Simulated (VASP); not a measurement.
A run of VASP 6.6.1 is set up as follows.

INCAR

```
  PREC = Accurate
  ENCUT = 520
  EDIFF = 1E-7
  ISMEAR = 0
  SIGMA = 0.05
  LREAL = F
  LASPH = T
  NELM = 100
  ALGO = Normal
  ISIF = 2
  LWAVE = F
  LCHARG = F
  GGA = PE
  NBANDS = 15
```

The input KPOINTS:

```
regular mesh
0
Gamma
  12 12 12
```

File POSCAR:

```
SrO
1.0
   -0.0087273865      2.6128356489      2.6264866815
    2.5965199021      0.0046377357      2.6131215594
    2.5871003768      2.5900510015      0.0140572610
Sr O
1 1
Direct
    0.5131655247      0.5156881426      0.4881201427
   -0.0131655247     -0.0156881426      0.0118798573
```

Potentials or basis: VASP PAW PBE potentials, release 64 (Sr_sv, O).

Command:

```bash
$ cat potpaw_PBE.64/Sr_sv/POTCAR potpaw_PBE.64/O/POTCAR > POTCAR
$ mpirun -np 1 vasp_std > vasp.out
```

(1) Estimate the pressure.

(2) What does it give for the largest force?

## Answers

(1) 0.5 GPa.

(2) 0.306 eV/Å.

Caveat: the cell differs from its parent crystal (atoms moved at random and the cell strained at random).
